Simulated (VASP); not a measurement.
Here is a VASP 6.6.1 calculation.

INCAR

```
PREC     = Accurate       # precision mode
ENCUT    = 500            # plane-wave cutoff, eV
EDIFF    = 1E-6           # SCF threshold, eV
ISMEAR   = 0              # smearing method
SIGMA    = 0.1            # smearing width, eV
LREAL    = F              # projectors in reciprocal space
LASPH    = T              # aspherical terms in the spheres
NELM     = 200            # most SCF steps
ALGO     = Normal         # electronic algorithm
ISIF     = 2              # what is computed and relaxed
LWAVE    = F              # write WAVECAR
LCHARG   = F              # write CHGCAR
GGA      = PE             # functional
NBANDS   = 25             # bands
GGA_COMPAT= F            
LMAXMIX  = 6              # l up to which the mixer works
```

Contents of KPOINTS:

```
Automatic mesh
0
Gamma
  6 6 4
```

The input POSCAR:

```
Dy3Br
1.0
    5.3709812882     -0.0000000030      0.0000000000
   -2.6854906415      4.6514062404      0.0000000000
    0.0000000000      0.0000000000      5.2448407842
Dy Br
3 1
Direct
    0.3333333333      0.6666666667      0.0000000000
    0.6666666667      0.3333333333      0.0000000000
    0.0000000000      0.0000000000      0.5000000000
    0.0000000000      0.0000000000      0.0000000000
```

Potentials or basis: VASP PAW PBE potentials, release 64 (Dy_3, Br), 4f in core.

Command:

```bash
$ cat potpaw_PBE.64/Dy_3/POTCAR potpaw_PBE.64/Br/POTCAR > POTCAR
$ mpirun -np 1 vasp_std > vasp.out
```

Task: Predict the pressure.

Result: 0.2 GPa.

Task: Predict the band gap on the k mesh.

Result: Zero (bands 17 and 18 overlap by 0.63 eV).

Stress tensor (GPa, compression positive):
```
0.16 0.00 0.00
0.00 0.16 0.00
0.00 0.00 0.38
```

Caveat: spin-orbit coupling is left out, which moves the levels of the heavy elements; the 4f electrons are frozen in the core, so they carry no moment and show no levels; the run has no spin polarisation, though such a crystal can be magnetic. Spin polarisation is off, so any magnetic state and its effect on volume and gap are missing.
